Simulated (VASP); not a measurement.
A run of VASP 6.6.1:

Contents of POSCAR:

```
SnSe
1.0
    4.2860948229      0.0000000000      0.0000000000
    0.0000000000      4.2860948229      0.0000000000
    0.0000000000      0.0000000000     10.9898489716
Sn Se
2 2
Direct
    0.5000000000      0.0000000000      0.3713940265
    0.0000000000      0.5000000000      0.6286059735
    0.5000000000      0.0000000000      0.6241871886
    0.0000000000      0.5000000000      0.3849121175
```

INCAR.step1

```
SYSTEM = SnSe
PREC = Accurate
ENCUT = 520
ISMEAR = 0
SIGMA = 0.05
LREAL = .False.
LASPH = .True.
NELM = 80
NBANDS = 28
GGA = PE
ALGO = Normal
EDIFF = 1E-4
LWAVE = .True.
LCHARG = .False.
```

File INCAR.step2:

```
SYSTEM = SnSe
PREC = Accurate
ENCUT = 520
EDIFF = 1E-6
ISMEAR = 0
SIGMA = 0.05
LREAL = .False.
LASPH = .True.
NELM = 80
ALGO = Normal
ISIF = 2
LWAVE = .False.
LCHARG = .False.
METAGGA = R2SCAN
LMIXTAU = .True.
NBANDS = 28
ISTART = 1
```

KPOINTS

```
regular mesh
0
Gamma
  6 6 4
  0 0 0
```

Potentials or basis: VASP PAW PBE potentials, release 64 (Sn_d, Se).

Launch:

```console
$ cat potpaw_PBE.64/Sn_d/POTCAR potpaw_PBE.64/Se/POTCAR > POTCAR
$ cp INCAR.step1 INCAR
$ mpirun -np 1 vasp_std > vasp.out
$ cp INCAR.step2 INCAR
$ mpirun -np 1 vasp_std > vasp.out
```

Hardware: 1 thread of Intel(R) Xeon(R) Platinum 8488C (Sapphire Rapids), on a shared host.

Problem. How long does it take, and how much memory?

Solution. Run time: 5.6 min on 1 thread of Intel(R) Xeon(R) Platinum 8488C (Sapphire Rapids) (shared host), peak memory 0.4 GiB. Counts: k points 30.
